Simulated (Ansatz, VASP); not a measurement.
## WC: VASP beside Ansatz

The input INCAR:

```
ALGO     = Normal         # electronic algorithm
EDIFF    = 1E-7           # SCF threshold, eV
EDIFFG   = -0.002         # ionic threshold
ENCUT    = 600            # plane-wave cutoff, eV
GGA      = CA             # functional
IBRION   = 2              # ionic algorithm
ISIF     = 3              # what is computed and relaxed
ISMEAR   = 0              # smearing method
LASPH    = T              # aspherical terms in the spheres
LCHARG   = F              # write CHGCAR
LREAL    = F              # projectors in reciprocal space
LWAVE    = F              # write WAVECAR
NELM     = 80             # most SCF steps
NSW      = 100            # ionic steps
PREC     = Accurate       # precision mode
SIGMA    = 0.1            # smearing width, eV
```

File KPOINTS:

```
k-points
0
Gamma
  15 15 12
```

The input POSCAR:

```
WC
1.0
    2.8820700000      0.0000000000      0.0000000000
   -1.4410350000      2.4959458400      0.0000000000
    0.0000000000      0.0000000000      2.8238700000
W C
1 1
Direct
    0.0000000000      0.0000000000      0.0000000000
    0.6666666700      0.3333333300      0.5000000000
```

Input for Ansatz:

```yaml
crystal:
  lattice:
    - [2.88207, 0.0, 0.0]
    - [-1.441035, 2.49594584, 0.0]
    - [0.0, 0.0, 2.82387]
  atoms:
    - { symbol: W, position: [0.0, 0.0, 0.0] }
    - { symbol: C, position: [0.66666667, 0.33333333, 0.5] }
basis:
  ecutwfc: 420
kpoints:
  mp_grid: { grid: [15, 15, 12] }
hamiltonian:
  xc: lda
  pseudopotentials: { kind: paw, azcp: { folder: soft_1 } }
scf:
  occupations: { method: gaussian, width: 0.1 }
output:
  forces: true
  stress: true
  eigenvalues: true
relax:
  adjacent_minimum: "off"
  f_tol: 0.002
  max_steps: 80
  cell: { stress_tol: 0.02 }
```

Alike in both runs: task relaxation of cell and atoms; functional LDA; k mesh 15 × 15 × 12; occupations gaussian, width 0.1 eV; no spin polarisation.

```csv
,VASP,Ansatz
version,VASP 6.6.1,Ansatz 0.2.0
potentials or method,"VASP PAW LDA potentials, release 64 (W_sv, C), cutoff 600 eV","scalar-relativistic, plane waves, PAW"
valence electrons in the cell,18,18
```

|  | VASP | Ansatz | Ansatz less VASP |
| --- | --- | --- | --- |
| gap on the k mesh at the Fermi level, each at its own relaxed structure (eV) | none | none | - |
| relaxed volume (Å³/atom) | 10.19 | 10.13 | -0.059 |
| relaxed cell length with the largest relative difference (Å) | 2.818 | 2.812 | -0.0056 |

Ansatz warns that its potentials were made for another functional, while VASP's fit it. LDA's correlation is that of Perdew and Zunger in VASP and of Perdew and Wang (1992) in Ansatz. A gap of «none» marks a metal or a gap that the smearing closes.

Spin-orbit coupling is off throughout.
